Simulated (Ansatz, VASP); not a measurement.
# One calculation of CdSiN2, two programs

```xyz
4
Lattice="3.1481 0.0000 0.0000 0.0000 3.1481 0.0000 0.0000 0.0000 5.1102" Properties=species:S:1:pos:R:3 pbc="T T T"
Cd    0.0000    0.0000    0.0000
N     0.0000    1.5740    1.6481
N     1.5740    0.0000    3.4621
Si    1.5740    1.5740    2.5551
```

Change from the starting cell: biaxial_xy strain +3.8%.

Alike in both runs: task single point; functional r2SCAN; k mesh 8 × 8 × 6; no spin polarisation.

|  | VASP | Ansatz |
| --- | --- | --- |
| version | VASP 6.6.1 | Ansatz 0.2.0 |
| potentials or method | VASP PAW PBE potentials, release 64 (Cd_sv_GW, N, Si) | plane waves, PAW |
| plane-wave cutoff (eV) | 660 | 500 |
| occupations | gaussian, width 0.01 eV | fixed |
| valence electrons in the cell | 34 | 34 |

|  | VASP | Ansatz | Ansatz less VASP |
| --- | --- | --- | --- |
| gap on the k mesh at the Fermi level (eV) | 1.16 | 1.14 | -0.019 |
| pressure (GPa) | -12.2 | -12.1 | +0.09 |
| rms of the force components (eV/Å) | 0.005 | 0.001 | -0.0044 |

VASP's potentials were made for PBE, not for r2SCAN.
